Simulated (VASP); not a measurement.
Here is a VASP 6.6.1 calculation.

The input POSCAR:

```
LiF
1.0
    0.0000000000      2.1197350000      2.0140000000
    2.1197350000      0.0000000000      2.0140000000
    2.1197350000      2.1197350000      0.0000000000
Li F
1 1
Direct
    0.0000000000      0.0000000000      0.0000000000
    0.5000000000      0.5000000000      0.5000000000
```

File INCAR.step1:

```
SYSTEM = LiF
PREC = Accurate
ENCUT = 1490
ISMEAR = 0
SIGMA = 0.05
LREAL = .FALSE.
LASPH = .TRUE.
NELM = 120
NBANDS = 12
GGA = PE
ALGO = Normal
EDIFF = 1E-5
LWAVE = .TRUE.
LCHARG = .FALSE.
GGA_COMPAT = .FALSE.
```

File INCAR.step2:

```
SYSTEM = LiF
PREC = Accurate
ENCUT = 1490
EDIFF = 1E-6
ISMEAR = 0
SIGMA = 0.05
LREAL = .FALSE.
LASPH = .TRUE.
NELM = 120
ALGO = Normal
ISIF = 2
LWAVE = .FALSE.
LCHARG = .TRUE.
METAGGA = R2SCAN
LMIXTAU = .TRUE.
LELF = .TRUE.
LVHAR = .TRUE.
NBANDS = 12
ISTART = 1
GGA_COMPAT = .FALSE.
```

The input KPOINTS:

```
Automatic mesh
0
G
  10 10 10
  0 0 0
```

Potentials or basis: VASP PAW PBE potentials, release 64 (Li_sv, F_h).

Command:

```bash
$ cat potpaw_PBE.64/Li_sv/POTCAR potpaw_PBE.64/F_h/POTCAR > POTCAR
$ cp INCAR.step1 INCAR
$ mpirun -np 1 vasp_std > vasp.out
$ cp INCAR.step2 INCAR
$ mpirun -np 1 vasp_std > vasp.out
```

Question: What does it give for the pressure?

Answer: -8.4 GPa.

Question: Estimate the band gap on the k mesh.

Answer: 9.28 eV.

Stress tensor (GPa, compression positive):
```
-9.10  0.00  0.00
 0.00 -9.10  0.00
 0.00  0.00 -7.10
```

Caveat: the cell differs from its parent crystal (strain +0.0525 x Voigt [1, 1, 0, 0, 0, 0]); the cell stands under tension; the PAW data sets were made with another functional, which shifts forces and pressure a little. A k mesh can miss the band edges.
